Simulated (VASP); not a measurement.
# Zn (Pm-3m) in VASP: further runs, part 2 of 2

VASP 6.6.1.

## (4) Single point, RPBE (volume scaled by 1.04)

Input file INCAR:

```
  PREC = Accurate
  ENCUT = 520
  EDIFF = 1E-6
  ISMEAR = -1
  SIGMA = 0.1
  LREAL = F
  LASPH = T
  NELM = 100
  ALGO = Normal
  ISIF = 2
  LWAVE = F
  LCHARG = F
  GGA = RP
  NBANDS = 12
```

Input file KPOINTS:

```
Automatic mesh
0
Gamma
  13 13 13
```

Input file POSCAR:

```
Zn
1.0
    2.7107975802      0.0000000000      0.0000000000
    0.0000000000      2.7107975802      0.0000000000
    0.0000000000      0.0000000000      2.7107975802
Zn
1
Direct
    0.0000000000      0.0000000000      0.0000000000
```

Potentials or basis: VASP PAW PBE potentials, release 64 (Zn).

Started as:

```
cat potpaw_PBE.64/Zn/POTCAR > POTCAR
mpirun -np 1 vasp_std > vasp.out
```

OUTCAR:

```text
PREC = Accurate
   ENCUT = 520
   EDIFF = 1E-6
   ISMEAR = -1
   LREAL = F
   LASPH = T
   NELM = 100
   ISIF = 2
   GGA = RP

 ion  position               nearest neighbor table
   1  0.000  0.000  0.000-

  LATTYP: Found a simple cubic cell.
 ALAT       =     2.7107975802

  Lattice vectors:

 A1 = (   2.7107975802,   0.0000000000,   0.0000000000)
 A2 = (   0.0000000000,   2.7107975802,   0.0000000000)
 A3 = (   0.0000000000,   0.0000000000,   2.7107975802)

Analysis of symmetry for initial positions (statically):
=====================================================================
 Subroutine PRICEL returns:
 Original cell was already a primitive cell.

 Routine SETGRP: Setting up the symmetry group for a
 simple cubic supercell.

 Subroutine GETGRP returns: Found 48 space group operations
 (whereof 48 operations were pure point group operations)
 out of a pool of 48 trial point group operations.

The static configuration has the point symmetry O_h .

Analysis of symmetry for dynamics (positions and initial velocities):
=====================================================================
 Subroutine PRICEL returns:
 Original cell was already a primitive cell.

 Routine SETGRP: Setting up the symmetry group for a
 simple cubic supercell.

 Subroutine GETGRP returns: Found 48 space group operations
 (whereof 48 operations were pure point group operations)
 out of a pool of 48 trial point group operations.

The dynamic configuration has the point symmetry O_h .

 Subroutine INISYM returns: Found 48 space group operations
 (whereof 48 operations are pure point group operations),
 and found     1 'primitive' translations

----------------------------------------------------------------------------------------

                                     Primitive cell

  volume of cell :      19.9201

  direct lattice vectors                    reciprocal lattice vectors
     2.710797580  0.000000000  0.000000000     0.368895121  0.000000000  0.000000000
     0.000000000  2.710797580  0.000000000     0.000000000  0.368895121  0.000000000
[... 111 lines left out ...]
   IVDW    =     0    specifies the selected vdW correction
   LEPSILON=     F    determine dielectric tensor
   LRPA    =     F    only Hartree local field effects (RPA)
 non-spin polarized calculation
  energy-cutoff  :      520.00
  volume of cell :       19.92
 maximum number of plane-waves:       549
   NGX = 11   NGY = 11   NGZ = 11

 number of electron      12.0000007 magnetization

 Free energy of the ion-electron system (eV)
  ---------------------------------------------------
  ext. energy  EPLUGINS =         0.00000000
  ---------------------------------------------------
  free energy    TOTEN  =        -0.54365718 eV

  energy without entropy =       -0.53290389  energy(sigma->0) =       -0.53828053

 E-fermi :   1.4717     XC(G=0): -10.0038

 val. band max:        1.4507924861   @ k =   0.4615   0.3077   0.3077
 cond. band min:       1.5550809306   @ k =   0.3846   0.0000   0.0000
 fundamental gap:      0.1042884446
 Fermi energy:         1.4717124502

 k-point     1 :       0.0000    0.0000    0.0000
  band No.  band energies     occupation
      1      -6.9458      2.00000
      2      -6.2088      2.00000
      3      -6.2088      2.00000
      4      -5.2442      2.00000
      5      -5.2442      2.00000
      6      -5.2442      2.00000
      7      12.9546      0.00000
      8      12.9546      0.00000
      9      12.9546      0.00000
     10      15.7436      0.00000
     11      15.7436      0.00000
     12      18.0391      0.00000
[... 331 lines left out ...]
 k-point    24 :       0.3846    0.3077    0.0000
  band No.  band energies     occupation
      1      -6.0053      2.00000
      2      -5.9280      2.00000
      3      -5.4589      2.00000
      4      -5.3991      2.00000
      5      -5.3829      2.00000
      6      -1.6805      2.00000
      7       3.3032      0.00000
      8       6.9207      0.00000
      9      12.1044      0.00000
     10      18.1774      0.00000
     11      20.5078      0.00000
     12      24.3912      0.00000

 [... further k-points ...]

------------------------ aborting loop because EDIFF is reached ----------------------------------------

  FORCE on cell =-STRESS in cart. coord.  units (eV):
  Direction    XX          YY          ZZ          XY          YZ          ZX
  --------------------------------------------------------------------------------------
  -------------------------------------------------------------------------------------
  Total       -0.1543356     -0.1543356     -0.1543356      0.0000000     -0.0000000     -0.0000000
  in kB      -12.4132516    -12.4132516    -12.4132516      0.0000000     -0.0000000     -0.0000000
  external PRESSURE =     -12.4132516 kB  Pullay stress =       0.0000000 kB

 VOLUME and BASIS-vectors are now :
 -----------------------------------------------------------------------------
  energy-cutoff  :      520.00
  volume of cell :       19.92
      direct lattice vectors                 reciprocal lattice vectors
     2.710797580  0.000000000  0.000000000     0.368895121  0.000000000  0.000000000
     0.000000000  2.710797580  0.000000000     0.000000000  0.368895121  0.000000000
     0.000000000  0.000000000  2.710797580     0.000000000  0.000000000  0.368895121

 POSITION                                       TOTAL-FORCE (eV/Angst)
 -----------------------------------------------------------------------------------
      0.00000      0.00000      0.00000         0.000000      0.000000      0.000000
 -----------------------------------------------------------------------------------
    total drift:                                0.000000      0.000000      0.000000

  FREE ENERGIE OF THE ION-ELECTRON SYSTEM (eV)
  ---------------------------------------------------
  free  energy   TOTEN  =        -0.5436571782 eV

  energy  without entropy=       -0.5329038852  energy(sigma->0) =       -0.53828053
```

stdout:

```text
POSCAR found type information on POSCAR Zn
 POSCAR found :  1 types and       1 ions
 scaLAPACK will be used
 -----------------------------------------------------------------------------
|                                                                             |
|                                                                             |
|     You enforced a specific xc type in the INCAR file but a different       |
|     I HOPE YOU KNOW WHAT YOU ARE DOING!                                     |
|                                                                             |
 -----------------------------------------------------------------------------

 LDA part: xc-table for (Slater+PW92), standard interpolation
 POSCAR, INCAR and KPOINTS ok, starting setup
 FFT: planning ... GRIDC
 FFT: planning ... GRID_SOFT
 FFT: planning ... GRID
 WAVECAR not read
 entering main loop
```

Wall time 7.6 s (1 thread of Intel Xeon Platinum 8375C at 2.90GHz (Ice Lake), shared host); peak memory 0.13 GiB.

Results:

* Free energy: -0.5437 eV
* Pressure: -1.2 GPa
* Band gap on the k mesh: zero (band 6 reaches 5.74 eV, above the bottom of band 7 at -0.33 eV)

Caveat: the PAW data sets were made with another functional, which shifts forces and pressure a little.

## (5) Overview

```tsv
cell	k mesh	gap on the mesh (eV)	pressure (GPa)
a = 2.676 Å, 1 atom	12 × 12 × 12	none	0.1
a = 2.676 Å, 1 atom	13 × 13 × 13	none	0.2
a = 2.711 Å, 1 atom	13 × 13 × 13	none	-1.2
```

Alike in all rows: task single point; level RPBE; potentials or basis VASP PAW PBE potentials, release 64 (Zn); no spin polarisation; cutoff (eV) 520; smearing fermi-dirac 0.1 eV.

Caveats: the PAW data sets were made with another functional, which shifts forces and pressure a little.

Absolute energies hang on the potentials; compare differences alone.
